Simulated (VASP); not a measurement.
Wanted: the native input for a VASP 6.6.1 run.

```
Task                   : single point
Functional             : PBE
Potentials or basis    : VASP PAW PBE potentials, release 64 (Mo_sv)
Cutoff                 : 500 eV
k mesh                 : 10 × 10 × 10
Occupations            : methfessel-paxton, width 0.01 eV
Spin                   : no spin polarisation
Dipole correction      : no
Further INCAR settings : ALGO = Normal; EDIFF = 1e-06; NBANDS = 13
```

The structure of Mo lies in POSCAR:

```
Mo
1.0
   -1.5601924001      1.5601924001      1.5601924001
    1.5601924001     -1.5601924001      1.5601924001
    1.5601924001      1.5601924001     -1.5601924001
Mo
1
Direct
    0.0000000000      0.0000000000      0.0000000000
```

These files were run (other wordings do the same):

INCAR

```
SYSTEM = Mo
PREC = Accurate ; ENCUT = 500
EDIFF = 1E-6 ; ISMEAR = 1
SIGMA = 0.01 ; LREAL = .False.
LASPH = .True. ; NELM = 120
ALGO = Normal ; ISIF = 2
LWAVE = .False. ; LCHARG = .False.
GGA = PE ; NBANDS = 13
GGA_COMPAT = .False.
```

KPOINTS

```
Automatic mesh
0
Gamma
  10 10 10
  0 0 0
```

Potentials or basis: VASP PAW PBE potentials, release 64 (Mo_sv).

Launch:

```bash
$ cat potpaw_PBE.64/Mo_sv/POTCAR > POTCAR
$ mpirun -np 1 vasp_std > vasp.out
```

Results of the run:

```json
{
  "Pressure": "10.8 GPa",
  "Band gap on the k mesh": "zero (band 7 reaches 17.23 eV, above the bottom of band 8 at 11.65 eV)"
}
```

Run time: 8.6 s on 1 thread of AMD EPYC 7R13, on a shared host, peak memory 0.1 GiB.
